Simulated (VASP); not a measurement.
The system is Sb.

```xyz
2
Lattice="2.1685 1.2520 3.7829 -2.1685 1.2520 3.7829 0.0000 -2.5039 3.7829" Properties=species:S:1:pos:R:3 pbc="T T T"
Sb    0.0000    0.0000    8.6989
Sb    0.0000    0.0000    2.6498
```

Base run:

- Program: VASP 6.6.1
- Functional: PBE
- Potentials or basis: VASP PAW PBE potentials, release 64 (Sb)
- Cutoff: 520 eV
- k mesh: 8 × 8 × 8
- Occupations: fermi-dirac, width 0.05 eV
- Spin: no spin polarisation

Its results: band gap on the k mesh zero (bands 5 and 6 overlap by 0.30 eV); pressure 1.6 GPa; largest force 0.094 eV/Å.

Q: The run is repeated on the same cell with these changes: functional from PBE to PBE0; k mesh from 8 × 8 × 8 to 4 × 4 × 4. What comes out?

A: Band gap on the k mesh 0.95 eV (least direct gap 1.03 eV); pressure -1.5 GPa; largest force 0.557 eV/Å.

Several settings changed at once.

Caveats: some runs use coarse meshes; spin-orbit coupling is left out, which moves the levels of the heavy elements; the PAW data sets were made with another functional, which shifts forces and pressure a little (at least some runs).

A k mesh can miss the band edges.
